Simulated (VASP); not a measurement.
The system is CuO.

```
Cu O
1.0
     3.42205    0.00000    0.00000
     0.00000    3.42205    0.00000
     0.00000    0.00000    4.26046
Cu O
2 2
Direct
  0.00000 0.50000 0.00000
  0.50000 0.00000 0.50000
  0.00000 0.00000 0.25000
  0.00000 0.00000 0.75000
```

| Property | Result |
| --- | --- |
| Program | VASP 6.6.1 |
| Task | relaxation of cell and atoms |
| Functional | PBE |
| Potentials or basis | VASP PAW PBE potentials, release 64 (Cu, O) |
| Cutoff | 600 eV |
| k mesh | 6 × 6 × 5 |
| Occupations | fermi-dirac, width 0.05 eV |
| Spin | no spin polarisation |

At the start: pressure -2.4 GPa; volume 12.47 Å³/atom.

**Question.** Where does the relaxation end?

**Answer.** Over 9 steps the energy falls by 364.1 meV/atom and the volume is 11.24 Å³/atom (-9.9 %); space group P4_2/mmc (No. 131, to 0.1 Å) before and after.

The path:
| step | energy change (eV) | largest force (eV/Å) | pressure (GPa) | volume (Å³) |
| --- | --- | --- | --- | --- |
| 1 | 0.0000 | 0.0000 | -2.44 | 49.89 |
| 2 | -0.8829 | 0.0000 | -2.77 | 48.25 |
| 3 | -1.4427 | 0.0000 | 0.04 | 45.32 |
| 4 | -1.4557 | 0.0000 | 0.87 | 44.69 |
| 5 | -1.4548 | 0.0000 | 1.05 | 44.55 |
| 6 | -1.4544 | 0.0000 | -1.08 | 45.14 |
| 7 | -1.4556 | 0.0000 | 0.10 | 44.82 |
| 8 | -1.4562 | 0.0000 | 0.04 | 44.89 |
| 9 | -1.4564 | 0.0000 | 0.00 | 44.94 |

Final structure:
```yaml
crystal:
  lattice:
    - [2.95653, 0.00000, 0.00000]
    - [0.00000, 2.95653, 0.00000]
    - [0.00000, 0.00000, 5.14170]
  atoms:
    - { symbol: Cu, position: [0.00000, 0.50000, 0.00000] }
    - { symbol: Cu, position: [0.50000, 0.00000, 0.50000] }
    - { symbol: O, position: [0.00000, 0.00000, 0.25000] }
    - { symbol: O, position: [0.00000, 0.00000, 0.75000] }
```

Caveat: a cell axis changed by over 15 % at a fixed basis, so the end point is rough.
